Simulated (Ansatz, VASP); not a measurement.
## Two plane-wave programs on Si

```
Si
1.0
     0.00000    2.71673    2.71673
     2.71673    0.00000    2.71673
     2.71673    2.71673    0.00000
Si
2
Direct
  0.00000 0.00000 0.00000
  0.25000 0.25000 0.25000
```

Alike in both runs: functional PBEsol; k mesh 12 × 12 × 12; occupations gaussian, width 0.02 eV; no spin polarisation.

Ansatz relaxed the structure, and its values are those at the end. VASP's run is a single point on that final structure, the one shown.

|  | VASP | Ansatz |
| --- | --- | --- |
| version | VASP 6.6.1 | Ansatz 0.2.0 |
| potentials or method | VASP PAW PBE potentials, release 64 (Si), cutoff 500 eV | scalar-relativistic, plane waves, PAW |
| valence electrons in the cell | 8 | 8 |

|  | VASP | Ansatz | Ansatz less VASP |
| --- | --- | --- | --- |
| gap on the k mesh at the Fermi level (eV) | 0.46 | 0.47 | +0.006 |
| least direct gap on the mesh (eV) | 2.52 | 2.52 | +0.002 |
| pressure (GPa) | 0.1 | 0.0 | -0.12 |

VASP's potentials were made for PBE, not for PBEsol, and Ansatz warns of the same on its side.
